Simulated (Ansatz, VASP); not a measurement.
# Nb in VASP and in Ansatz

```
Nb
1.0
     2.86147    0.00000    0.00000
    -1.43073    2.47810    0.00000
     0.00000    0.00000   10.52574
Nb
4
Cartesian
  0.0000 0.0000 0.0000
  0.0000 0.0000 5.2629
  0.0000 1.6521 2.6314
  1.4307 0.8260 7.8943
```

Alike in both runs: functional PBE; k mesh 12 × 12 × 4; occupations fermi-dirac, width 0.05 eV; collinear spin.

Ansatz relaxed the structure, and its values are those at the end. VASP's run is a single point on that final structure, the one shown.

|  | VASP | Ansatz |
| --- | --- | --- |
| version | VASP 6.6.1 | Ansatz 0.2.0 |
| potentials or method | VASP PAW PBE potentials, release 64 (Nb_sv), cutoff 520 eV | plane waves (420 eV) with PAW, scalar-relativistic |
| valence electrons in the cell | 52 | 52 |

|  | VASP | Ansatz | Ansatz less VASP |
| --- | --- | --- | --- |
| pressure (GPa) | -0.3 | 0.0 | +0.29 |
| net moment per atom (μB) | 0.00 | 0.00 | 0.000 |

Ansatz's warnings: seeded moment not kept.
